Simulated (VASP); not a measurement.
# Ge in VASP: a series of runs

The runs below take Ge through single point, with PBE.

Everything below comes from runs of VASP 6.6.1. Logs are shortened: lines on timing, memory, paths and dates and some standing lists are left out, and cuts for length are marked.

## Step 1: The cell of the first run

Symmetry: P2_1, No. 4, monoclinic system. Conventional cell: a = 4.058 Å, b = 6.693 Å, c = 4.058 Å, α = 90.00°, β = 120.00°, γ = 90.00°. Within 3.3 Å of Ge (site symmetry 1) lie 4 Ge at 2.49 to 2.60 Å. Within 3.3 Å of Ge (site symmetry 1) lie 4 Ge at 2.49 to 2.60 Å.

## Step 2: Single point, PBE (atoms displaced along several vibrational modes)

Contents of INCAR:

```
SYSTEM = Ge
  PREC = Accurate
  ENCUT = 520
  EDIFF = 1E-7
  ISMEAR = 0
  SIGMA = 0.15
  LREAL = .FALSE.
  LASPH = .TRUE.
  NELM = 60
  ALGO = Normal
  ISIF = 2
  LWAVE = .FALSE.
  LCHARG = .TRUE.
  GGA = PE
  LVHAR = .TRUE.
  NBANDS = 66
  KPAR = 4
```

Contents of KPOINTS:

```
regular mesh
0
G
  10 6 6
  0 0 0
```

Contents of POSCAR:

```
Ge
1.0
   -4.0584862901      0.0000000000      0.0000000000
    0.0000000000      0.0000000000     -6.6930647500
    0.0000000000     -7.0295044562      0.0000000000
Ge
8
Direct
    0.0776151445      0.9372088633      0.3557388956
    0.5776151445      0.9372088633      0.8557388956
    0.4223848555      0.4372088633      0.1442611044
   -0.0776151445      0.4372088633      0.6442611044
   -0.0776151445      0.5627911367      0.3109277710
    0.4223848555      0.5627911367      0.8109277710
    0.5776151445      0.0627911367      0.1890722290
    0.0776151445      0.0627911367      0.6890722290
```

Potentials or basis: VASP PAW PBE potentials, release 64 (Ge_d).

Started as:

```console
> cat potpaw_PBE.64/Ge_d/POTCAR > POTCAR
> mpirun -np 4 vasp_std > vasp.out
```

OUTCAR:

```text
SYSTEM = Ge
   PREC = Accurate
   ENCUT = 520
   EDIFF = 1E-7
   ISMEAR = 0
   LREAL = .FALSE.
   LASPH = .TRUE.
   NELM = 60
   ISIF = 2
   GGA = PE

 ion  position               nearest neighbor table
   1  0.078  0.937  0.356-   7 2.49   7 2.49   8 2.49   5 2.60
   2  0.578  0.937  0.856-   8 2.49   8 2.49   7 2.49   6 2.60
   3  0.422  0.437  0.144-   5 2.49   5 2.49   6 2.49   7 2.60
   4  0.922  0.437  0.644-   6 2.49   6 2.49   5 2.49   8 2.60
   5  0.922  0.563  0.311-   3 2.49   3 2.49   4 2.49   1 2.60
   6  0.422  0.563  0.811-   4 2.49   4 2.49   3 2.49   2 2.60
   7  0.578  0.063  0.189-   1 2.49   1 2.49   2 2.49   3 2.60
   8  0.078  0.063  0.689-   2 2.49   2 2.49   1 2.49   4 2.60

  LATTYP: Found a simple orthorhombic cell.
 ALAT       =     4.0584862901
 B/A-ratio  =     1.6491529776
 C/A-ratio  =     1.7320508076

  Lattice vectors:

 A1 = (  -4.0584862901,   0.0000000000,   0.0000000000)
 A2 = (   0.0000000000,   0.0000000000,  -6.6930647500)
 A3 = (   0.0000000000,  -7.0295044562,   0.0000000000)

Analysis of symmetry for initial positions (statically):
=====================================================================
 Subroutine PRICEL returns following result:

  LATTYP: Found a hexagonal cell.
 ALAT       =     4.0584862901
 C/A-ratio  =     1.6491529776

  Lattice vectors:

 A1 = (  -2.0292431451,  -3.5147522281,   0.0000000000)
 A2 = (  -2.0292431451,   3.5147522281,   0.0000000000)
 A3 = (   0.0000000000,   0.0000000000,  -6.6930647500)

   2 primitive cells build up your supercell.

 Routine SETGRP: Setting up the symmetry group for a
 simple orthorhombic supercell.

 Subroutine GETGRP returns: Found  2 space group operations
 (whereof  1 operations were pure point group operations)
 out of a pool of  8 trial point group operations.

The static configuration has the point symmetry C_1 .
 The point group associated with its full space group is C_2 .

Analysis of symmetry for dynamics (positions and initial velocities):
=====================================================================
 Subroutine PRICEL returns following result:

  LATTYP: Found a hexagonal cell.
 ALAT       =     4.0584862901
 C/A-ratio  =     1.6491529776

  Lattice vectors:

 A1 = (  -2.0292431451,  -3.5147522281,   0.0000000000)
 A2 = (  -2.0292431451,   3.5147522281,   0.0000000000)
 A3 = (   0.0000000000,   0.0000000000,  -6.6930647500)

   2 primitive cells build up your supercell.

 Routine SETGRP: Setting up the symmetry group for a
 simple orthorhombic supercell.

 Subroutine GETGRP returns: Found  2 space group operations
 (whereof  1 operations were pure point group operations)
 out of a pool of  8 trial point group operations.

The dynamic configuration has the point symmetry C_1 .
 The point group associated with its full space group is C_2 .

 Subroutine INISYM returns: Found  2 space group operations
 (whereof  1 operations are pure point group operations),
 and found     2 'primitive' translations

----------------------------------------------------------------------------------------

                                     Primitive cell

  volume of cell :      95.4737

  direct lattice vectors                    reciprocal lattice vectors
    -2.029243145 -3.514752228  0.000000000    -0.246397284 -0.142257538  0.000000000
    -2.029243145  3.514752228  0.000000000    -0.246397284  0.142257538  0.000000000
     0.000000000  0.000000000 -6.693064750     0.000000000  0.000000000 -0.149408386

  length of vectors
     4.058486290  4.058486290  6.693064750     0.284515077  0.284515077  0.149408386

  position of ions in fractional coordinates (direct lattice)
     0.433354040  0.721876249  0.937208863
     0.566645960  0.278123751  0.437208863
     0.233312627  0.611457084  0.562791137
     0.766687373  0.388542916  0.062791137

  ion indices of the primitive-cell ions
   primitive index   ion index
                 1           1
                 2           4
                 3           5
                 4           8

----------------------------------------------------------------------------------------

 KPOINTS: regular mesh

Automatic generation of k-mesh.
 Grid dimensions read from file:
 generate k-points for:   10    6    6

 Generating k-lattice:

  Cartesian coordinates                     Fractional coordinates (reciprocal lattice)
    -0.024639728  0.000000000  0.000000000     0.100000000  0.000000000  0.000000000
     0.000000000  0.000000000 -0.024901398     0.000000000  0.166666667  0.000000000
     0.000000000 -0.023709590  0.000000000     0.000000000  0.000000000  0.166666667

  Length of vectors
     0.024639728  0.024901398  0.023709590

  Shift w.r.t. Gamma in fractional coordinates (k-lattice)
     0.000000000  0.000000000  0.000000000

 Subroutine IBZKPT returns following result:
 ===========================================

 Found    128 irreducible k-points:

 Following reciprocal coordinates:
            Coordinates               Weight
  0.000000  0.000000  0.000000      1.000000
  0.100000  0.000000  0.000000      2.000000
  0.200000  0.000000  0.000000      2.000000
  0.300000  0.000000  0.000000      2.000000
  0.400000  0.000000  0.000000      2.000000
  0.500000  0.000000  0.000000      1.000000
[... 16 lines left out ...]
  0.400000  0.500000  0.000000      2.000000
  0.500000  0.500000  0.000000      1.000000
 [... further k-points ...]
   k-points           NKPTS =    128   k-points in BZ     NKDIM =    128   number of bands    NBANDS=     66
   number of dos      NEDOS =    301   number of ions     NIONS =      8
   total plane-waves  NPLWV =  81000
   dimension x,y,z NGX =    30 NGY =   50 NGZ =   54
   dimension x,y,z NGXF=    60 NGYF=  100 NGZF=  108
   ions per type =               8
   NGX,Y,Z   is equivalent  to a cutoff of  12.29, 12.42, 12.77 a.u.
   NGXF,Y,Z  is equivalent  to a cutoff of  24.58, 24.84, 25.54 a.u.
 SYSTEM =  Ge
   PREC   = accura    normal or accurate (medium, high low for compatibility)
   ISTART =      0    job   : 0-new  1-cont  2-samecut
   ICHARG =      2    charge: 1-file 2-atom 10-const
   ISPIN  =      1    spin polarized calculation?
   LNONCOLLINEAR =      F non collinear calculations
   LSORBIT =      F    spin-orbit coupling
   LASPH  =      T    aspherical Exc in radial PAW
   ENCUT  =  520.0 eV  38.22 Ry    6.18 a.u.   7.55 12.44 13.07*2*pi/ulx,y,z
   NELM   =     60;   NELMIN=  2; NELMDL= -5     # of ELM steps
   EDIFF  = 0.1E-06   stopping-criterion for ELM
   LREAL  =      F    real-space projection
   EDIFFG = 0.1E-05   stopping-criterion for IOM
   NSW    =      0    number of steps for IOM
   IBRION =     -1    ionic relax: 0-MD 1-quasi-New 2-CG
   NFREE  =      0    steps in history (QN), initial steepest desc. (CG)
   ISIF   =      2    stress and relaxation
   ISYM   =      2    0-nonsym 1-usesym 2-fastsym
   POTIM  = 0.5000    time-step for ionic-motion
   TEBEG  =    0.0;   TEEND  =   0.0 temperature during run
   PSTRESS=    0.0 pullay stress
   NELECT =     112.0000    total number of electrons
   NUPDOWN=      -1.0000    fix difference up-down
   EMIN   =  10.00;   EMAX   =-10.00  energy-range for DOS
   EFERMI =   0.00;   METHOD = LEGACY
   ISMEAR =     0;   SIGMA  =   0.15  broadening in eV -4-tet -1-fermi 0-gaus
   EFERMI_NEDOS =   21; number of points for ismear=-14 and -15
   IALGO  =     38    algorithm
   IMIX   =      4    mixing-type and parameters
     AMIX     =   0.40;   BMIX     =  1.00
     AMIX_MAG =   1.60;   BMIX_MAG =  1.00
  volume/ion in A,a.u.               =      23.87       161.07
  Fermi-wavevector in a.u.,A,eV,Ry     =   1.370386  2.589654 25.551165  1.877958
  Thomas-Fermi vector in A             =   2.496177
   LORBIT       =      0    0 simple, 1 ext, 2 COOP (PROOUT), +10 PAW based schemes
   GGA     = PE    functional components
   LHFCALC =     F    Hartree Fock is set to
   AEXX    =    0.0000 exact exchange contribution
   IVDW    =     0    specifies the selected vdW correction
   LEPSILON=     F    determine dielectric tensor
   LRPA    =     F    only Hartree local field effects (RPA)
 non-spin polarized calculation
 Gauss-broadening in eV      SIGMA  =   0.15
  energy-cutoff  :      520.00
  volume of cell :      190.95
 maximum number of plane-waves:      5186
   NGX = 15   NGY = 25   NGZ = 27

 number of electron     112.0000009 magnetization

 Free energy of the ion-electron system (eV)
  ---------------------------------------------------
  ext. energy  EPLUGINS =         0.00000000
  ---------------------------------------------------
  free energy    TOTEN  =       -35.56963574 eV

  energy without entropy =      -35.56483483  energy(sigma->0) =      -35.56723528

 E-fermi :   4.5923     XC(G=0):  -9.7213

 val. band max:        4.4855967848   @ k =   0.1000   0.0000  -0.1667
 cond. band min:       4.6404681544   @ k =   0.0000   0.3333   0.0000
 fundamental gap:      0.1548713696
 Fermi energy:         4.5922747426

 k-point     1 :       0.0000    0.0000    0.0000
  band No.  band energies     occupation
      1     -20.3123      2.00000
      2     -20.3070      2.00000
      3     -20.2990      2.00000
      4     -20.2982      2.00000
      5     -20.2953      2.00000
      6     -20.2895      2.00000
[... 58 lines left out ...]
     65       7.7939      0.00000
     66       8.4151      0.00000

 k-point     2 :       0.1000    0.0000    0.0000
  band No.  band energies     occupation
      1     -20.3143      2.00000
      2     -20.3112      2.00000
      3     -20.3059      2.00000
      4     -20.2995      2.00000
      5     -20.2912      2.00000
      6     -20.2895      2.00000
[... 58 lines left out ...]
     65       8.3986      0.00000
     66       8.5406      0.00000

 k-point     3 :       0.2000    0.0000    0.0000
  band No.  band energies     occupation
      1     -20.3183      2.00000
      2     -20.3172      2.00000
      3     -20.3117      2.00000
      4     -20.3034      2.00000
      5     -20.2932      2.00000
      6     -20.2884      2.00000
[... 1438 lines left out ...]
     65       9.0861      0.00000
     66       9.0861      0.00000

 k-point    24 :       0.5000    0.5000    0.0000
  band No.  band energies     occupation
      1     -20.3126      2.00000
      2     -20.3126      2.00000
      3     -20.3126      2.00000
      4     -20.3126      2.00000
      5     -20.2844      2.00000
      6     -20.2844      2.00000
[... 58 lines left out ...]
     65       9.2652      0.00000
     66       9.2652      0.00000

 [... further k-points ...]
[... 5 lines left out ...]
  --------------------------------------------------------------------------------------
  -------------------------------------------------------------------------------------
  Total       -0.4642543      0.5069743     -2.6538266     -0.6648321      0.0000000      0.0000000
  in kB       -3.8954055      4.2538556    -22.2673891     -5.5783883      0.0000000      0.0000000
  external PRESSURE =      -7.3029797 kB  Pullay stress =       0.0000000 kB

 VOLUME and BASIS-vectors are now :
 -----------------------------------------------------------------------------
  energy-cutoff  :      520.00
  volume of cell :      190.95
      direct lattice vectors                 reciprocal lattice vectors
    -4.058486290  0.000000000  0.000000000    -0.246397284  0.000000000  0.000000000
     0.000000000  0.000000000 -6.693064750     0.000000000  0.000000000 -0.149408386
     0.000000000 -7.029504456  0.000000000     0.000000000 -0.142257538  0.000000000

 POSITION                                       TOTAL-FORCE (eV/Angst)
 -----------------------------------------------------------------------------------
     -0.31500     -2.50067     -6.27280         0.253109      0.114781      0.362631
     -2.34424     -6.01542     -6.27280         0.253109      0.114781      0.362631
     -1.71424     -1.01408     -2.92627        -0.253109     -0.114781      0.362631
     -3.74349     -4.52884     -2.92627        -0.253109     -0.114781      0.362631
     -3.74349     -2.18567     -3.76680        -0.344232     -0.183976     -0.362631
     -1.71424     -5.70042     -3.76680        -0.344232     -0.183976     -0.362631
     -2.34424     -1.32908     -0.42027         0.344232      0.183976     -0.362631
     -0.31500     -4.84384     -0.42027         0.344232      0.183976     -0.362631
 -----------------------------------------------------------------------------------
    total drift:                                0.000000     -0.000000     -0.000052

  FREE ENERGIE OF THE ION-ELECTRON SYSTEM (eV)
  ---------------------------------------------------
  free  energy   TOTEN  =       -35.5696357361 eV

  energy  without entropy=      -35.5648348263  energy(sigma->0) =      -35.56723528
```

Run time: 7.7 min. Hardware: 4 MPI ranks of Intel Xeon Platinum 8259CL at 2.50GHz (Skylake/Cascade Lake), shared host; peak memory 1 GiB.

What came out:

```
Free energy            : -35.5696 eV
Pressure               : -0.7 GPa
Largest force          : 0.533 eV/Å
Band gap on the k mesh : zero (bands 56 and 57 overlap by 0.03 eV)
```

Forces on the atoms (eV/Å):
```
Ge   0.253  0.115  0.363
Ge   0.253  0.115  0.363
Ge  -0.253 -0.115  0.363
Ge  -0.253 -0.115  0.363
Ge  -0.344 -0.184 -0.363
Ge  -0.344 -0.184 -0.363
Ge   0.344  0.184 -0.363
Ge   0.344  0.184 -0.363
```

Stress tensor (GPa, compression positive):
```
-0.39 -0.56  0.00
-0.56  0.43  0.00
 0.00  0.00 -2.23
```

Levels at points of the mesh, in eV from the Fermi level:
| k point | band 53 | band 54 | band 55 | band 56 | band 57 | band 58 | band 59 | band 60 |
| --- | --- | --- | --- | --- | --- | --- | --- | --- |
| (0.00, 0.00, 0.00) | -1.33 | -0.66 | -0.33 | -0.14 | 0.16 | 0.16 | 0.74 | 1.17 |
| (0.50, 0.00, 0.00) | -2.79 | -2.79 | -2.13 | -2.13 | 1.36 | 1.36 | 3.21 | 3.21 |
| (0.00, 0.50, 0.00) | -0.93 | -0.93 | -0.82 | -0.82 | 0.26 | 0.26 | 0.40 | 0.40 |
| (0.50, 0.50, 0.00) | -1.96 | -1.96 | -1.96 | -1.96 | 1.22 | 1.22 | 1.22 | 1.22 |
| (0.00, 0.00, 0.50) | -1.43 | -1.43 | -0.72 | -0.72 | 1.15 | 1.15 | 1.27 | 1.27 |
| (0.50, 0.00, 0.50) | -2.74 | -2.48 | -1.73 | -1.47 | 0.59 | 0.73 | 1.21 | 1.45 |
| (0.00, 0.50, 0.50) | -1.75 | -1.75 | -1.75 | -1.75 | 1.12 | 1.12 | 1.12 | 1.12 |
| (0.50, 0.50, 0.50) | -2.31 | -2.31 | -2.07 | -2.07 | 0.28 | 0.28 | 0.39 | 0.39 |

Caveat: the cell differs from its parent crystal (atoms displaced along several vibrational modes); semilocal functionals underestimate gaps, and a narrow one can read as zero.

[end of part 1 of 2]

The gap in the log of VASP goes by the Fermi energy; the results here count the filled bands.